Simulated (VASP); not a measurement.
# BP12H3 in VASP: single point with PBE+D3(BJ)

Aim: the single point of BP12H3 with PBE+D3(BJ).

Everything below comes from runs of VASP 6.6.1. Logs are shortened: lines on timing, memory, paths and dates and some standing lists are left out, and cuts for length are marked.

## Step 1: The cell of the first run

The cell holds a slab with vacuum, 16 atoms: a = 6.645 Å, b = 5.360 Å, c = 24.858 Å, α = 90.00°, β = 90.00°, γ = 108.06°.

## Step 2: Single point, PBE+D3(BJ)

The input, INCAR:

```
SYSTEM = BP12H3
PREC = Accurate
ENCUT = 520
EDIFF = 1E-7
ISMEAR = 0
SIGMA = 0.1
LREAL = Auto
LASPH = .True.
NELM = 60
ALGO = Normal
ISIF = 2
LWAVE = .False.
LCHARG = .False.
LDIPOL = .True.
IDIPOL = 3
DIPOL = 0.5 0.5 0.487
GGA = PE
IVDW = 12
NBANDS = 47
```

The input, KPOINTS:

```
regular mesh
0
Gamma
  5 6 1
  0 0 0
```

The input, POSCAR:

```
BP12H3
1.0
    6.6450485799      0.0000000000      0.0000000000
   -1.6612621450      5.0957604002      0.0000000000
    0.0000000000      0.0000000000     24.8577164553
P B H
12 1 3
Direct
    0.4468098291      0.7872393163      0.3419461323
    0.9468098291      0.7872393163      0.3419461323
    0.1968098291      0.7872393163      0.4016544712
    0.6968098291      0.7872393163      0.4016544712
    0.3031901709      0.2127606837      0.4257603912
    0.8031901709      0.2127606837      0.4257603912
    0.0511898377      0.1727974976      0.4866182980
    0.5371304867      0.1718139445      0.4864632361
    0.4530108022      0.7364679042      0.4927937313
    0.9287472865      0.7302093315      0.4999355275
    0.1552365366      0.5552621156      0.5417263823
    0.6730240786      0.7015275967      0.5583869081
    0.7590164125      0.0491162750      0.5932646921
    0.8165631802      0.2208885742      0.5580874119
    0.6016904424      0.0649326847      0.6160338908
    0.9060231291      0.0442778342      0.6219216676
```

Potentials or basis: VASP PAW PBE potentials, release 64 (P, B, H).

Command:

```bash
cat potpaw_PBE.64/P/POTCAR potpaw_PBE.64/B/POTCAR potpaw_PBE.64/H/POTCAR > POTCAR
mpirun -np 1 vasp_std > vasp.out
```

OUTCAR:

```text
SYSTEM = BP12H3
   PREC = Accurate
   ENCUT = 520
   EDIFF = 1E-7
   ISMEAR = 0
   LREAL = Auto
   LASPH = .True.
   NELM = 60
   ISIF = 2
   GGA = PE
   IVDW = 12
 IVDW          = 12

 ion  position               nearest neighbor table
   1  0.447  0.787  0.342-   3 2.23   4 2.23
   2  0.947  0.787  0.342-   3 2.23   4 2.23
   3  0.197  0.787  0.402-   1 2.23   2 2.23   5 2.25   9 2.90
   4  0.697  0.787  0.402-   1 2.23   2 2.23   6 2.25   9 2.75  10 2.95
   5  0.303  0.213  0.426-   7 2.22   8 2.23   3 2.25
   6  0.803  0.213  0.426-   4 2.25   8 2.28   7 2.30
   7  0.051  0.173  0.487-   5 2.22  10 2.28   6 2.30  11 2.38
   8  0.537  0.172  0.486-   5 2.23   9 2.23   6 2.28
   9  0.453  0.736  0.493-   8 2.23  12 2.24  11 2.27   4 2.75   3 2.90
  10  0.929  0.730  0.500-  12 2.20  11 2.26   7 2.28   4 2.95
  11  0.155  0.555  0.542-  10 2.26   9 2.27   7 2.38
  12  0.673  0.702  0.558-  13 1.97  10 2.20   9 2.24
  13  0.759  0.049  0.593-  15 1.21  16 1.22  14 1.24  12 1.97
  14  0.817  0.221  0.558-  13 1.24
  15  0.602  0.065  0.616-  13 1.21
  16  0.906  0.044  0.622-  13 1.22

  Warning from LATTYP: Monoclinic adjustment (A1->A3, A2->A1, A3->A2)!
  LATTYP: Found a simple monoclinic cell.
 ALAT       =     5.3597169674
 B/A-ratio  =     4.6378785683
 C/A-ratio  =     1.2398133372
 COS(beta)  =    -0.3099533343

  Lattice vectors:

 A1 = (  -1.6612621450,   5.0957604002,   0.0000000000)
 A2 = (   0.0000000000,   0.0000000000,  24.8577164553)
 A3 = (   6.6450485799,   0.0000000000,   0.0000000000)

Analysis of symmetry for initial positions (statically):
=====================================================================
 Subroutine PRICEL returns:
 Original cell was already a primitive cell.

 Routine SETGRP: Setting up the symmetry group for a
 simple monoclinic supercell.

 Subroutine GETGRP returns: Found  1 space group operations
 (whereof  1 operations were pure point group operations)
 out of a pool of  4 trial point group operations.

The static configuration has the point symmetry C_1 .

Analysis of symmetry for dynamics (positions and initial velocities):
=====================================================================
 Subroutine PRICEL returns:
 Original cell was already a primitive cell.

 Routine SETGRP: Setting up the symmetry group for a
 simple monoclinic supercell.

 Subroutine GETGRP returns: Found  1 space group operations
 (whereof  1 operations were pure point group operations)
 out of a pool of  4 trial point group operations.

The dynamic configuration has the point symmetry C_1 .

 Subroutine INISYM returns: Found  1 space group operations
 (whereof  1 operations are pure point group operations),
 and found     1 'primitive' translations

----------------------------------------------------------------------------------------

                                     Primitive cell

  volume of cell :     841.7214

  direct lattice vectors                    reciprocal lattice vectors
     6.645048580  0.000000000  0.000000000     0.150487989  0.049060391  0.000000000
    -1.661262145  5.095760400  0.000000000     0.000000000  0.196241566  0.000000000
     0.000000000  0.000000000 24.857716455     0.000000000  0.000000000  0.040228957

  length of vectors
     6.645048580  5.359716967 24.857716455     0.158283154  0.196241566  0.040228957

  position of ions in fractional coordinates (direct lattice)
     0.446809829  0.787239316  0.341946132
     0.946809829  0.787239316  0.341946132
     0.196809829  0.787239316  0.401654471
     0.696809829  0.787239316  0.401654471
     0.303190171  0.212760684  0.425760391
     0.803190171  0.212760684  0.425760391
[... 8 lines left out ...]
     0.601690442  0.064932685  0.616033891
     0.906023129  0.044277834  0.621921668

  ion indices of the primitive-cell ions
   primitive index   ion index
                 1           1
                 2           2
                 3           3
                 4           4
                 5           5
                 6           6
[... 8 lines left out ...]
                15          15
                16          16

----------------------------------------------------------------------------------------

 KPOINTS: regular mesh

Automatic generation of k-mesh.
 Grid dimensions read from file:
 generate k-points for:    5    6    1

 Generating k-lattice:

  Cartesian coordinates                     Fractional coordinates (reciprocal lattice)
     0.030097598  0.009812078  0.000000000     0.200000000  0.000000000  0.000000000
     0.000000000  0.032706928  0.000000000     0.000000000  0.166666667  0.000000000
     0.000000000  0.000000000  0.040228957     0.000000000  0.000000000  1.000000000

  Length of vectors
     0.031656631  0.032706928  0.040228957

  Shift w.r.t. Gamma in fractional coordinates (k-lattice)
     0.000000000  0.000000000  0.000000000

 Subroutine IBZKPT returns following result:
 ===========================================

 Found     16 irreducible k-points:

 Following reciprocal coordinates:
            Coordinates               Weight
  0.000000  0.000000  0.000000      1.000000
  0.200000  0.000000  0.000000      2.000000
  0.400000  0.000000  0.000000      2.000000
  0.000000  0.166667  0.000000      2.000000
  0.200000  0.166667  0.000000      2.000000
  0.400000  0.166667  0.000000      2.000000
[... 8 lines left out ...]
  0.200000  0.500000  0.000000      2.000000
  0.400000  0.500000  0.000000      2.000000
   k-points           NKPTS =     16   k-points in BZ     NKDIM =     16   number of bands    NBANDS=     47
   number of dos      NEDOS =    301   number of ions     NIONS =     16
   total plane-waves  NPLWV = 384000
   dimension x,y,z NGX =    50 NGY =   40 NGZ =  192
   dimension x,y,z NGXF=   100 NGYF=   80 NGZF=  384
   ions per type =              12   1   3
   NGX,Y,Z   is equivalent  to a cutoff of  12.51, 12.41, 12.84 a.u.
   NGXF,Y,Z  is equivalent  to a cutoff of  25.02, 24.81, 25.68 a.u.
 SYSTEM =  BP12H3
   PREC   = accura    normal or accurate (medium, high low for compatibility)
   ISTART =      0    job   : 0-new  1-cont  2-samecut
   ICHARG =      2    charge: 1-file 2-atom 10-const
   ISPIN  =      1    spin polarized calculation?
   LNONCOLLINEAR =      F non collinear calculations
   LSORBIT =      F    spin-orbit coupling
   LASPH  =      T    aspherical Exc in radial PAW
   ENCUT  =  520.0 eV  38.22 Ry    6.18 a.u.  12.36  9.97 46.22*2*pi/ulx,y,z
   NELM   =     60;   NELMIN=  2; NELMDL= -5     # of ELM steps
   EDIFF  = 0.1E-06   stopping-criterion for ELM
   LREAL  =      T    real-space projection
   EDIFFG = 0.1E-05   stopping-criterion for IOM
   NSW    =      0    number of steps for IOM
   IBRION =     -1    ionic relax: 0-MD 1-quasi-New 2-CG
   NFREE  =      0    steps in history (QN), initial steepest desc. (CG)
   ISIF   =      2    stress and relaxation
   ISYM   =      2    0-nonsym 1-usesym 2-fastsym
   POTIM  = 0.5000    time-step for ionic-motion
   TEBEG  =    0.0;   TEEND  =   0.0 temperature during run
   PSTRESS=    0.0 pullay stress
   NELECT =      66.0000    total number of electrons
   NUPDOWN=      -1.0000    fix difference up-down
   EMIN   =  10.00;   EMAX   =-10.00  energy-range for DOS
   EFERMI =   0.00;   METHOD = LEGACY
   ISMEAR =     0;   SIGMA  =   0.10  broadening in eV -4-tet -1-fermi 0-gaus
   EFERMI_NEDOS =   21; number of points for ismear=-14 and -15
   IALGO  =     38    algorithm
   IMIX   =      4    mixing-type and parameters
     AMIX     =   0.40;   BMIX     =  1.00
     AMIX_MAG =   1.60;   BMIX_MAG =  1.00
  volume/ion in A,a.u.               =      52.61       355.01
  Fermi-wavevector in a.u.,A,eV,Ry     =   0.700702  1.324135  6.680233  0.490983
  Thomas-Fermi vector in A             =   1.784927
   LORBIT       =      0    0 simple, 1 ext, 2 COOP (PROOUT), +10 PAW based schemes
   GGA     = PE    functional components
   LHFCALC =     F    Hartree Fock is set to
   AEXX    =    0.0000 exact exchange contribution
   IVDW    =    12    specifies the selected vdW correction
   LEPSILON=     F    determine dielectric tensor
   LRPA    =     F    only Hartree local field effects (RPA)
 non-spin polarized calculation
 Gauss-broadening in eV      SIGMA  =   0.10
  energy-cutoff  :      520.00
  volume of cell :      841.72
 maximum number of plane-waves:     22700
 NGX is ok and might be reduce to    50
   NGX = 25   NGY = 19   NGZ = 93

 dipolmoment           0.000000      0.000000     -0.000022 electrons x Angstroem

 number of electron      65.9999999 magnetization

 dipolmoment           0.000000      0.000000      0.129139 electrons x Angstroem

 Free energy of the ion-electron system (eV)
  ---------------------------------------------------
  ext. energy  EPLUGINS =         0.00000000
  ---------------------------------------------------
  free energy    TOTEN  =       -78.25127285 eV

  energy without entropy =      -78.22984786  energy(sigma->0) =      -78.24056036

 E-fermi :  -2.3475     XC(G=0):  -3.4687

 val. band max:       -2.3872092410   @ k =   0.0000   0.5000   0.0000
 cond. band min:      -2.3144887645   @ k =   0.4000   0.1667   0.0000
 fundamental gap:      0.0727204765
 Fermi energy:        -2.3475454937

 k-point     1 :       0.0000    0.0000    0.0000
  band No.  band energies     occupation
      1     -17.7146      2.00000
      2     -15.8343      2.00000
      3     -14.9073      2.00000
      4     -14.7467      2.00000
      5     -14.5373      2.00000
      6     -13.4027      2.00000
[... 37 lines left out ...]
     44       0.8449      0.00000
     45       1.0954      0.00000

 k-point     2 :       0.2000    0.0000    0.0000
  band No.  band energies     occupation
      1     -17.5903      2.00000
      2     -15.8477      2.00000
      3     -15.6129      2.00000
      4     -14.5374      2.00000
      5     -14.3344      2.00000
      6     -13.3636      2.00000
[... 664 lines left out ...]
 k-point    16 :       0.4000    0.5000    0.0000
  band No.  band energies     occupation
      1     -16.7804      2.00000
      2     -16.2771      2.00000
      3     -15.5615      2.00000
      4     -15.0218      2.00000
      5     -14.6786      2.00000
      6     -14.2329      2.00000
[... 37 lines left out ...]
     44       1.4557      0.00000
     45       1.5460      0.00000
 [bands above 45 left out]

------------------------ aborting loop because EDIFF is reached ----------------------------------------

 vacuum level on the upper side and lower side of the slab       (xc-potential included)         0.276        -0.395

 Edisp (eV)   -3.60924

 E8    (eV) :    -1.4015

  FORCE on cell =-STRESS in cart. coord.  units (eV):
  Direction    XX          YY          ZZ          XY          YZ          ZX
  --------------------------------------------------------------------------------------
  -------------------------------------------------------------------------------------
  Total      -6.20276    -2.73342    -3.27898     0.49993     0.16176    -0.00076
  in kB     -11.80667    -5.20295    -6.24139     0.95159     0.30790    -0.00144
  external pressure =       -7.75 kB  Pullay stress =        0.00 kB

 VOLUME and BASIS-vectors are now :
 -----------------------------------------------------------------------------
  energy-cutoff  :      520.00
  volume of cell :      841.72
      direct lattice vectors                 reciprocal lattice vectors
     6.645048580  0.000000000  0.000000000     0.150487989  0.049060391  0.000000000
    -1.661262145  5.095760400  0.000000000     0.000000000  0.196241566  0.000000000
     0.000000000  0.000000000 24.857716455     0.000000000  0.000000000  0.040228957

 POSITION                                       TOTAL-FORCE (eV/Angst)
 -----------------------------------------------------------------------------------
      1.66126      4.01158      8.50000         0.098103      0.009262      1.090494
      4.98379      4.01158      8.50000        -0.072307     -0.284470      1.037001
      0.00000      4.01158      9.98421        -0.093269      0.361638     -1.254747
      3.32252      4.01158      9.98421         0.043220      0.238480     -1.278394
      1.66126      1.08418     10.58343         0.346239     -0.069622     -0.056322
      4.98379      1.08418     10.58343        -0.324451     -0.239416      0.534092
[... 8 lines left out ...]
      3.89039      0.33088     15.31320         0.017416      0.001936     -0.011745
      5.94701      0.22563     15.45955        -0.011993     -0.006255     -0.012591
 -----------------------------------------------------------------------------------
    total drift:                               -0.000635      0.006682      0.016253

  FREE ENERGIE OF THE ION-ELECTRON SYSTEM (eV)
  ---------------------------------------------------
  free  energy   TOTEN  =       -81.8605161399 eV

  energy  without entropy=      -81.8390911459  energy(sigma->0) =      -81.84980364

 vacuum level on the upper side and lower side of the slab         3.614         2.927
```

Wall time 13 min (1 thread of Intel Xeon 6975P-C (Granite Rapids), shared host); peak memory 0.97 GiB.

What came out:

```
Free energy                : -81.8605 eV
Largest force              : 1.309 eV/Å
Band gap on the k mesh     : zero (bands 33 and 34 overlap by 0.07 eV)
Dispersion energy per atom : -0.226 eV
```

Forces in eV/Å, atoms in the order of the input:
```
P    0.098  0.009  1.090
P   -0.072 -0.284  1.037
P   -0.093  0.362 -1.255
P    0.043  0.238 -1.278
P    0.346 -0.070 -0.056
P   -0.324 -0.239  0.534
P    0.011  0.019 -0.040
P    0.001 -0.048 -0.048
P   -0.014  0.010  0.064
P    0.004 -0.005  0.042
P   -0.004  0.018 -0.030
P   -0.006  0.022 -0.033
B    0.007 -0.023 -0.012
H   -0.002 -0.004  0.008
H    0.017  0.002 -0.012
H   -0.012 -0.006 -0.013
```

Levels at points of the mesh, in eV from the Fermi level:
| k point | band 29 | band 30 | band 31 | band 32 | band 33 | band 34 | band 35 | band 36 | band 37 | band 38 |
| --- | --- | --- | --- | --- | --- | --- | --- | --- | --- | --- |
| (0.00, 0.00, 0.00) | -1.74 | -1.71 | -1.15 | -0.67 | -0.24 | 0.31 | 0.93 | 1.35 | 2.05 | 2.16 |
| (0.00, 0.50, 0.00) | -1.55 | -1.42 | -1.01 | -0.40 | -0.20 | -0.04 | 0.40 | 1.58 | 1.66 | 1.86 |

The gap in the log of VASP goes by the Fermi energy; the results here count the filled bands.